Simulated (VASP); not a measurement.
Here is a VASP 6.6.1 calculation.

File INCAR:

```
SYSTEM = Be2Se
  PREC = Accurate
  ENCUT = 600
  EDIFF = 1E-6
  ISMEAR = 0
  SIGMA = 0.1
  LREAL = .FALSE.
  LASPH = .TRUE.
  NELM = 120
  ALGO = Normal
  ISIF = 2
  LWAVE = .FALSE.
  LCHARG = .FALSE.
  GGA = PE
  NBANDS = 25
  GGA_COMPAT = .FALSE.
```

Contents of KPOINTS:

```
regular mesh
0
G
  10 10 4
  0 0 0
```

File POSCAR:

```
Be2Se
1.0
    3.3638868565      0.0000000000      0.0000000000
    0.0000000000      3.3638868565      0.0000000000
    0.0000000000      0.0000000000     10.9092256347
Be Se
6 3
Direct
    0.5000000000      0.0000000000      0.6389930350
    0.0000000000      0.0000000000      0.5000000000
    0.0000000000      0.5000000000      0.3610069650
    0.5000000000      0.5000000000      0.5000000000
    0.5000000000      0.0000000000      0.1206828300
    0.0000000000      0.5000000000      0.8793171700
    0.5000000000      0.5000000000      0.7576778282
    0.5000000000      0.5000000000      0.2423221718
    0.0000000000      0.0000000000      0.0000000000
```

Potentials or basis: VASP PAW PBE potentials, release 64 (Be, Se).

The run is started by

```bash
$ cat potpaw_PBE.64/Be/POTCAR potpaw_PBE.64/Se/POTCAR > POTCAR
$ mpirun -np 1 vasp_std > vasp.out
```

(1) Estimate the band gap on the k mesh.

(2) Estimate the largest force.

(3) Estimate the pressure.

## Answers

(1) zero (bands 15 and 16 overlap by 1.93 eV).

(2) 0.015 eV/Å.

(3) 8.3 GPa.

Caveat: the cell stands under pressure.
